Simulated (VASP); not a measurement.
# Al9H in VASP: a series of runs, part 2 of 2

VASP 6.6.1. The steps go on from the part before.

## (4) Single point, PBE

INCAR

```
SYSTEM = Al9H
ALGO = Normal ; DIPOL = 0.5 0.5 0.309
EDIFF = 1E-7 ; ENCUT = 520
GGA = PE ; IDIPOL = 3
ISIF = 2 ; ISMEAR = 0
LASPH = .True. ; LCHARG = .False.
LDIPOL = .True. ; LREAL = .False.
LWAVE = .False. ; NBANDS = 25
NELM = 80 ; PREC = Accurate
SIGMA = 0.1
```

KPOINTS

```
k-points
0
Gamma
  9 3 1
  0 0 0
```

POSCAR

```
Al9H
1.0
    2.8543223330      0.0000000000      0.0000000000
   -1.4271611665      9.7033329366      0.0000000000
    0.0000000000      0.0000000000     21.7902708969
Al H
9 1
Direct
    0.5324485604      0.0648971207      0.1835681630
    0.6709687938      0.3419375876      0.2292758741
    0.2986728405      0.5973456810      0.2384174163
    0.9263768872      0.8527537744      0.2475589585
    0.0639738222      0.1277383808      0.2937147080
    0.1995905480      0.4042696935      0.3452583266
    0.8288544886      0.6597110299      0.3524478004
    0.4526361687      0.9111292155      0.3607640453
    0.5925232094      0.1814597089      0.4034034702
    1.3425232094      0.9314597089      0.4350689783
```

Potentials or basis: VASP PAW PBE potentials, release 64 (Al, H).

Started as:

```
> cat potpaw_PBE.64/Al/POTCAR potpaw_PBE.64/H/POTCAR > POTCAR
> mpirun -np 1 vasp_std > vasp.out
```

OUTCAR:

```text
SYSTEM = Al9H
   EDIFF = 1E-7
   ENCUT = 520
   GGA = PE
   ISIF = 2
   ISMEAR = 0
   LASPH = .True.
   LREAL = .False.
   NELM = 80
   PREC = Accurate

 ion  position               nearest neighbor table
   1  0.532  0.065  0.184-   5 2.86   5 2.86   2 2.87   4 2.87   4 2.87
   2  0.671  0.342  0.229-   1 2.87   3 2.87   3 2.87   5 2.89   5 2.89   6 2.96   6 2.97
   3  0.299  0.597  0.238-   4 2.87   4 2.87   2 2.87   2 2.87   7 2.93   7 2.93   6 2.99
   4  0.926  0.853  0.248-   5 2.85   3 2.87   3 2.87   1 2.87   1 2.87   8 2.90   8 2.91   7 2.96

   5  0.064  0.128  0.294-   9 2.83   9 2.83   4 2.85   1 2.86   1 2.86   2 2.89   2 2.89   6 2.91
                             8 2.93   8 2.93
   6  0.200  0.404  0.345-   7 2.86   7 2.87   9 2.88   9 2.89   5 2.91   2 2.96   2 2.97   3 2.99

   7  0.829  0.660  0.352-   8 2.83   8 2.83   6 2.86   6 2.87   3 2.93   3 2.93   4 2.96
   8  0.453  0.911  0.361-  10 1.67   9 2.78   7 2.83   7 2.83   4 2.90   4 2.91   5 2.93   5 2.93

   9  0.593  0.181  0.403-   8 2.78   5 2.83   5 2.83   6 2.88   6 2.89
  10  0.343  0.931  0.435-   8 1.67

  LATTYP: Found a base centered orthorhombic cell.
 ALAT       =     2.8543223330
 B/A-ratio  =     6.7990449603
 C/A-ratio  =     7.6341311018

  Lattice vectors:

 A1 = (   1.4271611665,  -9.7033329366,   0.0000000000)
 A2 = (   1.4271611665,   9.7033329366,   0.0000000000)
 A3 = (   0.0000000000,   0.0000000000,  21.7902708969)

Analysis of symmetry for initial positions (statically):
=====================================================================
 Subroutine PRICEL returns:
 Original cell was already a primitive cell.

 Routine SETGRP: Setting up the symmetry group for a
 base centered orthorhombic supercell.

 Subroutine GETGRP returns: Found  1 space group operations
 (whereof  1 operations were pure point group operations)
 out of a pool of  8 trial point group operations.

The static configuration has the point symmetry C_1 .

Analysis of symmetry for dynamics (positions and initial velocities):
=====================================================================
 Subroutine PRICEL returns:
 Original cell was already a primitive cell.

 Routine SETGRP: Setting up the symmetry group for a
 base centered orthorhombic supercell.

 Subroutine GETGRP returns: Found  1 space group operations
 (whereof  1 operations were pure point group operations)
 out of a pool of  8 trial point group operations.

The dynamic configuration has the point symmetry C_1 .

 Subroutine INISYM returns: Found  1 space group operations
 (whereof  1 operations are pure point group operations),
 and found     1 'primitive' translations

----------------------------------------------------------------------------------------

                                     Primitive cell

  volume of cell :     603.5129

  direct lattice vectors                    reciprocal lattice vectors
     2.854322333  0.000000000  0.000000000     0.350345856  0.051528686  0.000000000
    -1.427161166  9.703332937  0.000000000     0.000000000  0.103057373  0.000000000
     0.000000000  0.000000000 21.790270897     0.000000000  0.000000000  0.045892041

  length of vectors
     2.854322333  9.807724460 21.790270897     0.354114987  0.103057373  0.045892041

[... 96 lines left out ...]
   NGXF,Y,Z  is equivalent  to a cutoff of  27.96, 27.12, 24.72 a.u.
 SYSTEM =  Al9H
   PREC   = accura    normal or accurate (medium, high low for compatibility)
   ISTART =      0    job   : 0-new  1-cont  2-samecut
   ICHARG =      2    charge: 1-file 2-atom 10-const
   ISPIN  =      1    spin polarized calculation?
   LNONCOLLINEAR =      F non collinear calculations
   LSORBIT =      F    spin-orbit coupling
   LASPH  =      T    aspherical Exc in radial PAW
   ENCUT  =  520.0 eV  38.22 Ry    6.18 a.u.   5.31 18.24 40.52*2*pi/ulx,y,z
   NELM   =     80;   NELMIN=  2; NELMDL= -5     # of ELM steps
   EDIFF  = 0.1E-06   stopping-criterion for ELM
   LREAL  =      F    real-space projection
   EDIFFG = 0.1E-05   stopping-criterion for IOM
   NSW    =      0    number of steps for IOM
   IBRION =     -1    ionic relax: 0-MD 1-quasi-New 2-CG
   NFREE  =      0    steps in history (QN), initial steepest desc. (CG)
   ISIF   =      2    stress and relaxation
   ISYM   =      2    0-nonsym 1-usesym 2-fastsym
   POTIM  = 0.5000    time-step for ionic-motion
   TEBEG  =    0.0;   TEEND  =   0.0 temperature during run
   PSTRESS=    0.0 pullay stress
   NELECT =      28.0000    total number of electrons
   NUPDOWN=      -1.0000    fix difference up-down
   EMIN   =  10.00;   EMAX   =-10.00  energy-range for DOS
   EFERMI =   0.00;   METHOD = LEGACY
   ISMEAR =     0;   SIGMA  =   0.10  broadening in eV -4-tet -1-fermi 0-gaus
   EFERMI_NEDOS =   21; number of points for ismear=-14 and -15
   IALGO  =     38    algorithm
   IMIX   =      4    mixing-type and parameters
     AMIX     =   0.40;   BMIX     =  1.00
     AMIX_MAG =   1.60;   BMIX_MAG =  1.00
  volume/ion in A,a.u.               =      60.35       407.27
  Fermi-wavevector in a.u.,A,eV,Ry     =   0.588255  1.111640  4.708207  0.346043
  Thomas-Fermi vector in A             =   1.635447
   LORBIT       =      0    0 simple, 1 ext, 2 COOP (PROOUT), +10 PAW based schemes
   GGA     = PE    functional components
   LHFCALC =     F    Hartree Fock is set to
   AEXX    =    0.0000 exact exchange contribution
   IVDW    =     0    specifies the selected vdW correction
   LEPSILON=     F    determine dielectric tensor
   LRPA    =     F    only Hartree local field effects (RPA)
 non-spin polarized calculation
 Gauss-broadening in eV      SIGMA  =   0.10
  energy-cutoff  :      520.00
  volume of cell :      603.51
 maximum number of plane-waves:     16329
 NGX is ok and might be reduce to    24
   NGX = 11   NGY = 37   NGZ = 81

 dipolmoment           0.000000      0.000000     -0.086223 electrons x Angstroem

 number of electron      28.0000000 magnetization

 dipolmoment           0.000000      0.000000      0.027573 electrons x Angstroem

 Free energy of the ion-electron system (eV)
  ---------------------------------------------------
  ext. energy  EPLUGINS =         0.00000000
  ---------------------------------------------------
  free energy    TOTEN  =       -33.60080826 eV

  energy without entropy =      -33.57884024  energy(sigma->0) =      -33.58982425

 E-fermi :  -1.1655     XC(G=0):  -3.4867

 val. band max:       -1.2028062557   @ k =  -0.1111   0.3333   0.0000
 cond. band min:      -1.1502568446   @ k =   0.4444   0.0000   0.0000
 fundamental gap:      0.0525494111
 Fermi energy:        -1.1654628924

 k-point     1 :       0.0000    0.0000    0.0000
  band No.  band energies     occupation
      1     -11.2561      2.00000
      2      -9.6644      2.00000
      3      -9.6106      2.00000
      4      -9.1104      2.00000
      5      -7.3180      2.00000
      6      -7.0749      2.00000
[... 381 lines left out ...]
     24       3.0896      0.00000
     25       3.2412      0.00000

------------------------ aborting loop because EDIFF is reached ----------------------------------------

 vacuum level on the upper side and lower side of the slab       (xc-potential included)         0.048        -0.127

  FORCE on cell =-STRESS in cart. coord.  units (eV):
  Direction    XX          YY          ZZ          XY          YZ          ZX
  --------------------------------------------------------------------------------------
  -------------------------------------------------------------------------------------
  Total       -6.5660289     -4.1216135     -0.4438886      0.8584924      0.6782246     -0.0112810
  in kB      -17.4311804    -10.9418628     -1.1784142      2.2790846      1.8005183     -0.0299483
  external PRESSURE =      -9.8504858 kB  Pullay stress =       0.0000000 kB

 VOLUME and BASIS-vectors are now :
 -----------------------------------------------------------------------------
  energy-cutoff  :      520.00
  volume of cell :      603.51
      direct lattice vectors                 reciprocal lattice vectors
     2.854322333  0.000000000  0.000000000     0.350345856  0.051528686  0.000000000
    -1.427161166  9.703332937  0.000000000     0.000000000  0.103057373  0.000000000
     0.000000000  0.000000000 21.790270897     0.000000000  0.000000000  0.045892041

 POSITION                                       TOTAL-FORCE (eV/Angst)
 -----------------------------------------------------------------------------------
      1.42716      0.62972      4.00000         0.044461      0.098408      0.084509
      1.42716      3.31793      4.99598         0.026851      0.153326     -0.023400
     -0.00000      5.79624      5.19518        -0.022038     -0.034927      0.029249
      1.42716      8.27455      5.39438         0.018093     -0.216415     -0.149050
      0.00030      1.23949      6.40012        -0.062522     -0.180613      0.166594
     -0.00726      3.92276      7.52327         0.030553      0.204891     -0.025415
      1.42430      6.40140      7.67993        -0.033152     -0.216693     -0.127608
     -0.00836      8.84099      7.86115        -0.062810     -0.265586      0.116557
      1.43228      1.76076      8.79027        -0.055335      0.149547      0.189030
     -0.35167      9.03826      9.48027         0.115898      0.308061     -0.260466
 -----------------------------------------------------------------------------------
    total drift:                               -0.000020     -0.000019     -0.000116

  FREE ENERGIE OF THE ION-ELECTRON SYSTEM (eV)
  ---------------------------------------------------
  free  energy   TOTEN  =       -33.6008082604 eV

  energy  without entropy=      -33.5788402432  energy(sigma->0) =      -33.58982425

 vacuum level on the upper side and lower side of the slab         3.172         2.992
```

Run time: 10 min. Hardware: 1 thread of Intel Xeon 6975P-C (Granite Rapids), shared host; peak memory 0.73 GiB.

What came out:

```
Free energy            : -33.6008 eV
Largest force          : 0.420 eV/Å
Band gap on the k mesh : zero (bands 14 and 15 overlap by 0.65 eV)
```

Forces in eV/Å, atoms in the order of the input:
```
Al   0.044  0.098  0.085
Al   0.027  0.153 -0.023
Al  -0.022 -0.035  0.029
Al   0.018 -0.216 -0.149
Al  -0.063 -0.181  0.167
Al   0.031  0.205 -0.025
Al  -0.033 -0.217 -0.128
Al  -0.063 -0.266  0.117
Al  -0.055  0.150  0.189
H    0.116  0.308 -0.260
```

Levels at points of the mesh, in eV from the Fermi level:
```csv
k point,band 12,band 13,band 14,band 15,band 16,band 17
"(0.00, 0.00, 0.00)",-1.90,-1.54,-1.30,0.44,1.37,1.92
```

## (5) Single point, PBE

INCAR

```
  PREC = Accurate
  ENCUT = 520
  EDIFF = 1E-6
  ISMEAR = 0
  SIGMA = 0.1
  LREAL = False
  LASPH = True
  NELM = 60
  ALGO = Normal
  ISIF = 2
  LWAVE = False
  LCHARG = True
  LDIPOL = True
  IDIPOL = 3
  DIPOL = 0.5 0.5 0.313
  GGA = PE
  LELF = True
  LVHAR = True
  LVACPOTAV = True
  NBANDS = 25
```

KPOINTS

```
Automatic mesh
0
Gamma
  9 3 1
```

Edit POSCAR of step 4 so:

```diff
@@ -17,2 +17,2 @@
     0.5925232094      0.1814597089      0.4034034702
-    1.3425232094      0.9314597089      0.4350689783
+    1.3425232094      0.9314597089      0.4800431783
```

Potentials or basis: VASP PAW PBE potentials, release 64 (Al, H).

Started as:

```
> cat potpaw_PBE.64/Al/POTCAR potpaw_PBE.64/H/POTCAR > POTCAR
> mpirun -np 1 vasp_std > vasp.out
```

OUTCAR:

```text
PREC = Accurate
   ENCUT = 520
   EDIFF = 1E-6
   ISMEAR = 0
   LREAL = False
   LASPH = True
   NELM = 60
   ISIF = 2
   GGA = PE

 ion  position               nearest neighbor table
   1  0.532  0.065  0.184-   5 2.86   5 2.86   2 2.87   4 2.87   4 2.87
   2  0.671  0.342  0.229-   1 2.87   3 2.87   3 2.87   5 2.89   5 2.89   6 2.96   6 2.97
   3  0.299  0.597  0.238-   4 2.87   4 2.87   2 2.87   2 2.87   7 2.93   7 2.93   6 2.99
   4  0.926  0.853  0.248-   5 2.85   3 2.87   3 2.87   1 2.87   1 2.87   8 2.90   8 2.91   7 2.96

   5  0.064  0.128  0.294-   9 2.83   9 2.83   4 2.85   1 2.86   1 2.86   2 2.89   2 2.89   6 2.91
                             8 2.93   8 2.93
   6  0.200  0.404  0.345-   7 2.86   7 2.87   9 2.88   9 2.89   5 2.91   2 2.96   2 2.97   3 2.99

   7  0.829  0.660  0.352-   8 2.83   8 2.83   6 2.86   6 2.87   3 2.93   3 2.93   4 2.96
   8  0.453  0.911  0.361-   9 2.78   7 2.83   7 2.83   4 2.90   4 2.91   5 2.93   5 2.93
   9  0.593  0.181  0.403-   8 2.78   5 2.83   5 2.83   6 2.88   6 2.89
  10  0.343  0.931  0.480-

  LATTYP: Found a base centered orthorhombic cell.
 ALAT       =     2.8543223330
 B/A-ratio  =     6.7990449603
 C/A-ratio  =     7.6341311018

  Lattice vectors:

[... 607 lines left out ...]
     25       3.0293      0.00000

------------------------ aborting loop because EDIFF is reached ----------------------------------------

  FORCE on cell =-STRESS in cart. coord.  units (eV):
  Direction    XX          YY          ZZ          XY          YZ          ZX
  --------------------------------------------------------------------------------------
  -------------------------------------------------------------------------------------
  Total       -7.1621673     -5.5996909     -2.8143718      0.8084543      0.7494984      0.3358618
  in kB      -19.0137801    -14.8657921     -7.4714600      2.1462458      1.9897325      0.8916298
  external PRESSURE =     -13.7836774 kB  Pullay stress =       0.0000000 kB

 VOLUME and BASIS-vectors are now :
 -----------------------------------------------------------------------------
  energy-cutoff  :      520.00
  volume of cell :      603.51
      direct lattice vectors                 reciprocal lattice vectors
     2.854322333  0.000000000  0.000000000     0.350345856  0.051528686  0.000000000
    -1.427161166  9.703332937  0.000000000     0.000000000  0.103057373  0.000000000
     0.000000000  0.000000000 21.790270897     0.000000000  0.000000000  0.045892041

 POSITION                                       TOTAL-FORCE (eV/Angst)
 -----------------------------------------------------------------------------------
      1.42716      0.62972      4.00000         0.017880      0.042668      0.076333
      1.42716      3.31793      4.99598         0.025520      0.168621      0.011646
     -0.00000      5.79624      5.19518        -0.010037     -0.006879      0.001627
      1.42716      8.27455      5.39438        -0.003831     -0.206475     -0.278234
      0.00030      1.23949      6.40012        -0.038412     -0.101003      0.103131
     -0.00726      3.92276      7.52327         0.023315      0.155753      0.038995
      1.42430      6.40140      7.67993        -0.010101     -0.078461     -0.015690
     -0.00836      8.84099      7.86115        -0.114825     -0.181400      0.979395
      1.43228      1.76076      8.79027        -0.062507     -0.133651      0.366580
     -0.35167      9.03826     10.46027         0.172999      0.340828     -1.283784
 -----------------------------------------------------------------------------------
    total drift:                               -0.000001      0.000019      0.000038

  FREE ENERGIE OF THE ION-ELECTRON SYSTEM (eV)
  ---------------------------------------------------
  free  energy   TOTEN  =       -32.1676495142 eV

  energy  without entropy=      -32.1447286094  energy(sigma->0) =      -32.15618906

 vacuum level on the upper side and lower side of the slab         3.719         2.771
```

Wall time 11 min (1 thread of Intel Xeon 6975P-C (Granite Rapids), shared host); peak memory 0.72 GiB.

Results:

```
Free energy            : -32.1676 eV
Largest force          : 1.339 eV/Å
Band gap on the k mesh : zero (bands 14 and 15 overlap by 0.64 eV)
```

Forces in eV/Å, atoms in the order of the input:
```
Al   0.018  0.043  0.076
Al   0.026  0.169  0.012
Al  -0.010 -0.007  0.002
Al  -0.004 -0.206 -0.278
Al  -0.038 -0.101  0.103
Al   0.023  0.156  0.039
Al  -0.010 -0.078 -0.016
Al  -0.115 -0.181  0.979
Al  -0.063 -0.134  0.367
H    0.173  0.341 -1.284
```

## (6) Summary

```csv
cell,gap on the mesh (eV),largest force (eV/Å)
"as given, atomic positions A",none,0.87
"as given, atomic positions B",none,0.28
"as given, atomic positions C",none,0.42
"as given, atomic positions D",none,1.34
```

Alike in all rows: task single point; level PBE; potentials or basis VASP PAW PBE potentials, release 64 (Al, H); no spin polarisation; k mesh 9 × 3 × 1; cutoff (eV) 520; smearing gaussian 0.1 eV.

Absolute energies hang on the potentials; compare differences alone.

The gap in the log of VASP goes by the Fermi energy; the results here count the filled bands.